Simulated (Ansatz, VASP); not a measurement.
**One calculation of Si2Sn, two programs**

```
Si Sn
1.0
     0.00000    3.81323    3.81323
     3.81323    0.00000    3.81323
     3.81323    3.81323    0.00000
Si Sn
4 2
Direct
  0.62500 0.62500 0.62500
  0.12500 0.62500 0.62500
  0.62500 0.62500 0.12500
  0.62500 0.12500 0.62500
  0.00000 0.00000 0.00000
  0.25000 0.25000 0.25000
```

Alike in both runs: functional r2SCAN; k mesh 8 × 8 × 8; occupations gaussian, width 0.1 eV; no spin polarisation.

Ansatz relaxed the structure, and its values are those at the end. VASP's run is a single point on that final structure, the one shown.

|  | VASP | Ansatz |
| --- | --- | --- |
| version | VASP 6.6.1 | Ansatz 0.2.0 |
| potentials or method | VASP PAW PBE potentials, release 64 (Si, Sn_d), cutoff 520 eV | scalar-relativistic, plane waves, PAW |
| valence electrons in the cell | 44 | 44 |

|  | VASP | Ansatz | Ansatz less VASP |
| --- | --- | --- | --- |
| gap on the k mesh at the Fermi level (eV) | none | none | - |
| pressure (GPa) | 0.0 | 0.0 | -0.05 |

VASP's potentials were made for PBE, not for r2SCAN. A gap of «none» marks a metal or a gap that the smearing closes. The functional is the same, so the differences come from potentials, cutoffs and numerics.
